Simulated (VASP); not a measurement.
# SnO2 (C222_1) in VASP: a series of runs, part 2 of 2

VASP 6.6.1.

## Step 3: Single point, PBE+D3(BJ) (atoms displaced along a vibrational mode, the cell strained)

INCAR reads:

```
SYSTEM = SnO2
PREC = Accurate ; ENCUT = 520
EDIFF = 1E-6 ; ISMEAR = 0
SIGMA = 0.05 ; LREAL = .FALSE.
LASPH = .TRUE. ; NELM = 100
ALGO = Normal ; ISIF = 2
LWAVE = .FALSE. ; LCHARG = .TRUE.
GGA = PE ; IVDW = 12
LELF = .TRUE. ; LVHAR = .TRUE.
NBANDS = 35
```

KPOINTS reads:

```
regular mesh
0
G
  12 12 4
  0 0 0
```

POSCAR reads:

```
SnO2
1.0
    3.1576622583      0.0000000000      0.0000000000
   -1.5788311291      2.7346157322      0.0000000000
    0.0000000000      0.0000000000     10.1640545523
Sn O
2 4
Direct
   -0.1299952337      0.0000000000      0.5000000000
    0.1299952337      0.0000000000      0.0000000000
    0.5350373549      0.3333333333      0.4018520904
    0.7982959785      0.3333333333      0.0981479096
    0.2017040215      0.6666666667      0.5981479096
    0.4649626451      0.6666666667      0.9018520904
```

Potentials or basis: VASP PAW PBE potentials, release 64 (Sn_d, O).

The run is started by

```console
> cat potpaw_PBE.64/Sn_d/POTCAR potpaw_PBE.64/O/POTCAR > POTCAR
> mpirun -np 1 vasp_std > vasp.out
```

OUTCAR:

```text
SYSTEM = SnO2
   PREC = Accurate
   ENCUT = 520
   EDIFF = 1E-6
   ISMEAR = 0
   LREAL = .FALSE.
   LASPH = .TRUE.
   NELM = 100
   ISIF = 2
   GGA = PE
   IVDW = 12
 IVDW          = 12

 ion  position               nearest neighbor table
   1  0.870  0.000  0.500-   5 2.07   3 2.07   3 2.08   5 2.08   3 2.08   5 2.08
   2  0.130  0.000  0.000-   4 2.07   6 2.07   6 2.08   4 2.08   6 2.08   4 2.08
   3  0.535  0.333  0.402-   1 2.07   1 2.08   1 2.08
   4  0.798  0.333  0.098-   2 2.07   2 2.08   2 2.08
   5  0.202  0.667  0.598-   1 2.07   1 2.08   1 2.08
   6  0.465  0.667  0.902-   2 2.07   2 2.08   2 2.08

  LATTYP: Found a hexagonal cell.
 ALAT       =     3.1576622583
 C/A-ratio  =     3.2188542412

  Lattice vectors:

 A1 = (   3.1576622583,   0.0000000000,   0.0000000000)
 A2 = (  -1.5788311291,   2.7346157322,   0.0000000000)
 A3 = (   0.0000000000,   0.0000000000,  10.1640545523)

Analysis of symmetry for initial positions (statically):
=====================================================================
 Subroutine PRICEL returns:
 Original cell was already a primitive cell.

 Routine SETGRP: Setting up the symmetry group for a
 hexagonal supercell.

 Subroutine GETGRP returns: Found  4 space group operations
 (whereof  2 operations were pure point group operations)
 out of a pool of 24 trial point group operations.

The static configuration has the point symmetry C_2 .
 The point group associated with its full space group is D_2 .

Analysis of symmetry for dynamics (positions and initial velocities):
=====================================================================
 Subroutine PRICEL returns:
 Original cell was already a primitive cell.

 Routine SETGRP: Setting up the symmetry group for a
 hexagonal supercell.

 Subroutine GETGRP returns: Found  4 space group operations
 (whereof  2 operations were pure point group operations)
 out of a pool of 24 trial point group operations.

The dynamic configuration has the point symmetry C_2 .
 The point group associated with its full space group is D_2 .

[... 130 lines left out ...]
   LORBIT       =      0    0 simple, 1 ext, 2 COOP (PROOUT), +10 PAW based schemes
   GGA     = PE    functional components
   LHFCALC =     F    Hartree Fock is set to
   AEXX    =    0.0000 exact exchange contribution
   IVDW    =    12    specifies the selected vdW correction
   LEPSILON=     F    determine dielectric tensor
   LRPA    =     F    only Hartree local field effects (RPA)
 non-spin polarized calculation
 Gauss-broadening in eV      SIGMA  =   0.05
  energy-cutoff  :      520.00
  volume of cell :       87.77
 maximum number of plane-waves:      2386
   NGX = 11   NGY = 11   NGZ = 37

 number of electron      52.0000006 magnetization

 Free energy of the ion-electron system (eV)
  ---------------------------------------------------
  ext. energy  EPLUGINS =         0.00000000
  ---------------------------------------------------
  free energy    TOTEN  =       -36.16017370 eV

  energy without entropy =      -36.16017370  energy(sigma->0) =      -36.16017370

 E-fermi :   3.3805     XC(G=0):  -9.7718

 val. band max:        3.1153864165   @ k =  -0.1667   0.4167   0.0000
 cond. band min:       5.5753098453   @ k =   0.0000   0.0000   0.0000
 fundamental gap:      2.4599234287
 Fermi energy:         3.3805190317

 k-point     1 :       0.0000    0.0000    0.0000
  band No.  band energies     occupation
      1     -16.9646      2.00000
      2     -16.9618      2.00000
      3     -16.6354      2.00000
      4     -16.6354      2.00000
      5     -16.6352      2.00000
      6     -16.6352      2.00000
[... 901 lines left out ...]
     34      15.3429      0.00000
     35      15.4268      0.00000

 [... further k-points ...]

------------------------ aborting loop because EDIFF is reached ----------------------------------------

 Edisp (eV)   -1.04197

 E8    (eV) :    -0.4084

  FORCE on cell =-STRESS in cart. coord.  units (eV):
  Direction    XX          YY          ZZ          XY          YZ          ZX
  --------------------------------------------------------------------------------------
  -------------------------------------------------------------------------------------
  Total       5.74579     5.61388     2.24248     0.00000     0.00000     0.00000
  in kB     104.88943   102.48138    40.93652     0.00000     0.00000     0.00000
  external pressure =       82.77 kB  Pullay stress =        0.00 kB

 VOLUME and BASIS-vectors are now :
 -----------------------------------------------------------------------------
  energy-cutoff  :      520.00
  volume of cell :       87.77
      direct lattice vectors                 reciprocal lattice vectors
     3.157662258  0.000000000  0.000000000     0.316689981  0.182841046  0.000000000
    -1.578831129  2.734615732  0.000000000     0.000000000  0.365682091  0.000000000
     0.000000000  0.000000000 10.164054552     0.000000000  0.000000000  0.098385934

 POSITION                                       TOTAL-FORCE (eV/Angst)
 -----------------------------------------------------------------------------------
      2.74718      0.00000      5.08203        -0.098139      0.000000      0.000000
      0.41048      0.00000      0.00000         0.098139      0.000000      0.000000
      1.16319      0.91154      4.08445         0.013350     -0.004653     -0.699131
      1.99447      0.91154      0.99758        -0.013350     -0.004653      0.699131
     -0.41564      1.82308      6.07961         0.013350      0.004653      0.699131
      0.41564      1.82308      9.16647        -0.013350      0.004653     -0.699131
 -----------------------------------------------------------------------------------
    total drift:                               -0.000000     -0.000000     -0.000000

  FREE ENERGIE OF THE ION-ELECTRON SYSTEM (eV)
  ---------------------------------------------------
  free  energy   TOTEN  =       -37.2021461664 eV

  energy  without entropy=      -37.2021461664  energy(sigma->0) =      -37.20214617
```

OSZICAR:

```text
N       E                     dE             d eps       ncg     rms          rms(c)
DAV:   1     0.649492500481E+03    0.64949E+03   -0.24899E+04  9749   0.218E+03
DAV:   2     0.626294424999E+02   -0.58686E+03   -0.55360E+03  9918   0.592E+02
DAV:   3    -0.369304110899E+02   -0.99560E+02   -0.97942E+02  9998   0.209E+02
DAV:   4    -0.420987675801E+02   -0.51684E+01   -0.51322E+01 11252   0.527E+01
DAV:   5    -0.422263101006E+02   -0.12754E+00   -0.12738E+00 10864   0.869E+00    0.156E+01
DAV:   6    -0.360799357506E+02    0.61464E+01   -0.17741E+01 13883   0.642E+01    0.646E+00
DAV:   7    -0.361940537025E+02   -0.11412E+00   -0.22062E+00  9715   0.844E+00    0.324E+00
DAV:   8    -0.361642753282E+02    0.29778E-01   -0.16432E-01 13835   0.417E+00    0.983E-01
DAV:   9    -0.361588136163E+02    0.54617E-02   -0.35975E-02 14222   0.291E+00    0.132E-01
DAV:  10    -0.361600282548E+02   -0.12146E-02   -0.51699E-03 11599   0.698E-01    0.568E-02
DAV:  11    -0.361601632244E+02   -0.13497E-03   -0.41711E-04 13845   0.226E-01    0.181E-02
DAV:  12    -0.361601758628E+02   -0.12638E-04   -0.56670E-05 11798   0.479E-02    0.143E-02
DAV:  13    -0.361601740523E+02    0.18105E-05   -0.12080E-05 12575   0.541E-02    0.110E-03
DAV:  14    -0.361601737002E+02    0.35210E-06   -0.93352E-07  6921   0.898E-03
   1 F= -.37202146E+02 E0= -.37202146E+02  d E =-.204558E-15
```

Wall time 8.8 min (1 thread of Intel Xeon 8259CL, shared host); peak memory 0.43 GiB.

Results:

| Property | Result |
| --- | --- |
| Free energy | -37.2021 eV |
| Pressure | 8.3 GPa |
| Largest force | 0.699 eV/Å |
| Band gap on the k mesh | 2.46 eV (least direct gap 2.87 eV) |
| Dispersion energy per atom | -0.174 eV |

Forces in eV/Å, atoms in the order of the input:
```
Sn  -0.098  0.000  0.000
Sn   0.098  0.000  0.000
O    0.013 -0.005 -0.699
O   -0.013 -0.005  0.699
O    0.013  0.005  0.699
O   -0.013  0.005 -0.699
```

Caveat: the cell differs from its parent crystal (atoms displaced along a vibrational mode, the cell strained); the stress differs along the axes, from 4 to 10 GPa; spin-orbit coupling is left out, which moves the levels of the heavy elements. A k mesh can miss the band edges.

## Step 4: Single point, PBE+D3(BJ) (atoms displaced along a vibrational mode, the cell strained)

INCAR reads:

```
SYSTEM = SnO2
ALGO = Normal ; EDIFF = 1E-7
ENCUT = 520 ; GGA = PE
ISIF = 2 ; ISMEAR = 0
IVDW = 12 ; LASPH = .True.
LCHARG = .True. ; LELF = .True.
LREAL = .False. ; LVHAR = .True.
LWAVE = .False. ; NBANDS = 35
NELM = 80 ; PREC = Accurate
SIGMA = 0.05
```

KPOINTS reads:

```
k-points
0
Gamma
  12 12 4
  0 0 0
```

POSCAR reads:

```
SnO2
1.0
    3.1310085445      0.0000000000      0.0000000000
   -1.5655042722      2.7115329390      0.0000000000
    0.0000000000      0.0000000000     10.0782601327
Sn O
2 4
Direct
   -0.0649822401      0.0000000000      0.5000000000
    0.0649822401      0.0000000000      0.0000000000
    0.6008675808      0.3333333333      0.4018520904
    0.7324657525      0.3333333333      0.0981479096
    0.2675342475      0.6666666667      0.5981479096
    0.3991324192      0.6666666667      0.9018520904
```

The run is started by

```console
> cat potpaw_PBE.64/Sn_d/POTCAR potpaw_PBE.64/O/POTCAR > POTCAR
> mpirun -np 1 vasp_std > vasp.out
```

Wall time 5 min (1 thread of Intel Xeon Platinum 8488C (Sapphire Rapids), shared host); peak memory 0.42 GiB.

It converged, with:

| Item | Value |
| --- | --- |
| Free energy | -37.0256 eV |
| Pressure | 13.1 GPa |
| Largest force | 1.025 eV/Å |
| Band gap on the k mesh | 2.58 eV (least direct gap 3.06 eV) |
| Dispersion energy per atom | -0.178 eV |

Forces on the atoms (eV/Å):
```
Sn  -0.055  0.000  0.000
Sn   0.055  0.000  0.000
O   -0.001 -0.001 -1.025
O    0.001 -0.001  1.025
O   -0.001  0.001  1.025
O    0.001  0.001 -1.025
```

Stress tensor (GPa, compression positive):
```
15.91  0.00  0.00
 0.00 15.83  0.00
 0.00  0.00  7.47
```

Levels at points of the mesh, in eV from the valence-band top:
| k point | band 24 | band 25 | band 26 | band 27 | band 28 | band 29 |
| --- | --- | --- | --- | --- | --- | --- |
| (0.00, 0.00, 0.00) | -0.89 | -0.88 | -0.48 | 2.58 | 3.56 | 5.84 |
| (0.50, 0.00, 0.00) | -0.59 | -0.53 | -0.08 | 5.89 | 6.10 | 7.33 |
| (0.00, 0.50, 0.00) | -0.58 | -0.54 | -0.07 | 5.89 | 6.11 | 7.32 |
| (0.00, 0.00, 0.50) | -0.90 | -0.90 | -0.90 | 3.08 | 3.08 | 6.07 |
| (0.50, 0.00, 0.50) | -0.56 | -0.32 | -0.32 | 6.00 | 6.00 | 7.69 |
| (0.00, 0.50, 0.50) | -0.56 | -0.32 | -0.32 | 6.00 | 6.00 | 7.70 |

Caveat: the cell differs from its parent crystal (atoms displaced along a vibrational mode, the cell strained); the stress differs along the axes, from 7 to 16 GPa; spin-orbit coupling is left out, which moves the levels of the heavy elements; forces of over 1 eV/Å act on the atoms, so gaps and moduli don't describe the material at rest.

## Step 5: Single point, PBE+D3(BJ) (atoms displaced along a vibrational mode, the cell strained)

INCAR reads:

```
PREC = Accurate ; ENCUT = 520
EDIFF = 1E-6 ; ISMEAR = 0
SIGMA = 0.05 ; LREAL = False
LASPH = True ; NELM = 80
ALGO = Normal ; ISIF = 2
LWAVE = False ; LCHARG = False
GGA = PE ; IVDW = 12
NBANDS = 35
```

KPOINTS reads:

```
Automatic mesh
0
Gamma
  12 12 4
```

POSCAR reads:

```
SnO2
1.0
    3.1310085445      0.0000000000      0.0000000000
   -1.5655042722      2.7115329390      0.0000000000
    0.0000000000      0.0000000000     10.0782601327
Sn O
2 4
Direct
   -0.1949774738      0.0000000000      0.5000000000
    0.1949774738      0.0000000000      0.0000000000
    0.4692382690      0.3333333333      0.4018520904
    0.8640950643      0.3333333333      0.0981479096
    0.1359049357      0.6666666667      0.5981479096
    0.5307617310      0.6666666667      0.9018520904
```

Potentials or basis: VASP PAW PBE potentials, release 64 (Sn_d, O).

The run is started by

```console
> cat potpaw_PBE.64/Sn_d/POTCAR potpaw_PBE.64/O/POTCAR > POTCAR
> mpirun -np 1 vasp_std > vasp.out
```

OUTCAR:

```text
PREC = Accurate
   ENCUT = 520
   EDIFF = 1E-6
   ISMEAR = 0
   LREAL = False
   LASPH = True
   NELM = 80
   ISIF = 2
   GGA = PE
   IVDW = 12
 IVDW          = 12

 ion  position               nearest neighbor table
   1  0.805  0.000  0.500-   5 2.05   3 2.05   5 2.06   3 2.06   3 2.07   5 2.07
   2  0.195  0.000  0.000-   4 2.05   6 2.05   4 2.06   6 2.06   6 2.07   4 2.07
   3  0.469  0.333  0.402-   1 2.05   1 2.06   1 2.07
   4  0.864  0.333  0.098-   2 2.05   2 2.06   2 2.07
   5  0.136  0.667  0.598-   1 2.05   1 2.06   1 2.07
   6  0.531  0.667  0.902-   2 2.05   2 2.06   2 2.07

  LATTYP: Found a hexagonal cell.
 ALAT       =     3.1310085445
 C/A-ratio  =     3.2188542412

  Lattice vectors:

 A1 = (   3.1310085445,   0.0000000000,   0.0000000000)
 A2 = (  -1.5655042722,   2.7115329390,   0.0000000000)
 A3 = (   0.0000000000,   0.0000000000,  10.0782601327)

Analysis of symmetry for initial positions (statically):
=====================================================================
 Subroutine PRICEL returns:
 Original cell was already a primitive cell.
[... 183 lines left out ...]
 cond. band min:       5.9971507427   @ k =   0.0000   0.0000   0.0000
 fundamental gap:      2.6939163690
 Fermi energy:         3.5202130763

 k-point     1 :       0.0000    0.0000    0.0000
  band No.  band energies     occupation
      1     -16.7722      2.00000
      2     -16.7686      2.00000
      3     -16.3710      2.00000
      4     -16.3710      2.00000
      5     -16.3708      2.00000
      6     -16.3707      2.00000
[... 901 lines left out ...]
     34      15.7112      0.00000
     35      15.8558      0.00000

 [... further k-points ...]

------------------------ aborting loop because EDIFF is reached ----------------------------------------

 Edisp (eV)   -1.07086

 E8    (eV) :    -0.4201

  FORCE on cell =-STRESS in cart. coord.  units (eV):
  Direction    XX          YY          ZZ          XY          YZ          ZX
  --------------------------------------------------------------------------------------
  -------------------------------------------------------------------------------------
  Total       8.72444     8.49568     3.33719     0.00000     0.00000     0.00000
  in kB     163.36672   159.08317    62.48943     0.00000     0.00000     0.00000
  external pressure =      128.31 kB  Pullay stress =        0.00 kB

 VOLUME and BASIS-vectors are now :
 -----------------------------------------------------------------------------
  energy-cutoff  :      520.00
  volume of cell :       85.56
      direct lattice vectors                 reciprocal lattice vectors
     3.131008545  0.000000000  0.000000000     0.319385906  0.184397539  0.000000000
    -1.565504272  2.711532939  0.000000000     0.000000000  0.368795077  0.000000000
     0.000000000  0.000000000 10.078260133     0.000000000  0.000000000  0.099223476

 POSITION                                       TOTAL-FORCE (eV/Angst)
 -----------------------------------------------------------------------------------
      2.52053      0.00000      5.03913        -0.156952      0.000000      0.000000
      0.61048      0.00000      0.00000         0.156952      0.000000      0.000000
      0.94735      0.90384      4.04997         0.055329     -0.007485     -1.070891
      2.18365      0.90384      0.98916        -0.055329     -0.007485      1.070891
     -0.61815      1.80769      6.02829         0.055329      0.007485      1.070891
      0.61815      1.80769      9.08910        -0.055329      0.007485     -1.070891
 -----------------------------------------------------------------------------------
    total drift:                               -0.000000     -0.000000     -0.000000

  FREE ENERGIE OF THE ION-ELECTRON SYSTEM (eV)
  ---------------------------------------------------
  free  energy   TOTEN  =       -37.0804003203 eV

  energy  without entropy=      -37.0804003203  energy(sigma->0) =      -37.08040032
```

It took 4.4 min on 1 thread of Intel Xeon Platinum 8488C (Sapphire Rapids), shared host; peak memory 0.42 GiB.

What came out:

```yaml
Free_energy: -37.0804 eV
Pressure: 12.8 GPa
Largest_force: 1.072 eV/Å
Band_gap_on_the_k_mesh: 2.69 eV (least direct gap 3.11 eV)
Dispersion_energy_per_atom: -0.178 eV
```

Forces on the atoms (eV/Å):
```
Sn  -0.157  0.000  0.000
Sn   0.157  0.000  0.000
O    0.055 -0.007 -1.071
O   -0.055 -0.007  1.071
O    0.055  0.007  1.071
O   -0.055  0.007 -1.071
```

Stress tensor (GPa, compression positive):
```
16.34  0.00  0.00
 0.00 15.91  0.00
 0.00  0.00  6.25
```

Levels at points of the mesh, in eV from the valence-band top:
```tsv
k point	band 22	band 23	band 24	band 25	band 26	band 27	band 28	band 29	band 30	band 31
(0.00, 0.00, 0.00)	-0.81	-0.80	-0.79	-0.77	-0.42	2.69	3.68	6.06	6.30	11.08
(0.50, 0.00, 0.00)	-1.35	-0.46	-0.44	-0.35	-0.16	6.07	6.13	7.67	7.92	10.89
(0.00, 0.50, 0.00)	-1.23	-0.51	-0.48	-0.42	-0.02	6.05	6.18	7.49	8.23	10.54
(0.00, 0.00, 0.50)	-0.86	-0.80	-0.80	-0.79	-0.79	3.19	3.19	6.20	6.20	11.16
(0.50, 0.00, 0.50)	-1.41	-0.46	-0.46	-0.26	-0.26	6.11	6.11	7.78	7.78	11.11
(0.00, 0.50, 0.50)	-1.43	-0.45	-0.45	-0.24	-0.24	6.11	6.11	7.84	7.84	10.72
```

Caveat: the cell differs from its parent crystal (atoms displaced along a vibrational mode, the cell strained); the stress differs along the axes, from 6 to 16 GPa; spin-orbit coupling is left out, which moves the levels of the heavy elements; forces of over 1 eV/Å act on the atoms, so gaps and moduli don't describe the material at rest.

## Step 6: Overview

| cell | gap on the mesh (eV) | pressure (GPa) | largest force (eV/Å) |
| --- | --- | --- | --- |
| a = 3.158, b = 3.158, c = 10.164 Å, angles 90.0, 90.0, 120.0°, 6 atoms, atomic positions A | 2.51 | 8.2 | 0.72 |
| a = 3.158, b = 3.158, c = 10.164 Å, angles 90.0, 90.0, 120.0°, 6 atoms, atomic positions B | 2.46 | 8.3 | 0.70 |
| a = 3.131, b = 3.131, c = 10.078 Å, angles 90.0, 90.0, 120.0°, 6 atoms, atomic positions C | 2.58 | 13.1 | 1.03 |
| a = 3.131, b = 3.131, c = 10.078 Å, angles 90.0, 90.0, 120.0°, 6 atoms, atomic positions A | 2.69 | 12.8 | 1.07 |

Alike in all rows: task single point; level PBE+D3(BJ); potentials or basis VASP PAW PBE potentials, release 64 (Sn_d, O); no spin polarisation; k mesh 12 × 12 × 4; cutoff (eV) 520; smearing gaussian 0.05 eV.

Caveats: spin-orbit coupling is left out, which moves the levels of the heavy elements; forces of over 1 eV/Å act on the atoms, so gaps and moduli don't describe the material at rest (at least some runs); the stress differs along the axes, from 4 to 11 GPa (at least some runs); the stress differs along the axes, from 4 to 10 GPa (at least some runs); the stress differs along the axes, from 7 to 16 GPa (at least some runs); the stress differs along the axes, from 6 to 16 GPa (at least some runs).

Total energies depend on the potentials used, so only differences within one code and one set of settings carry meaning.
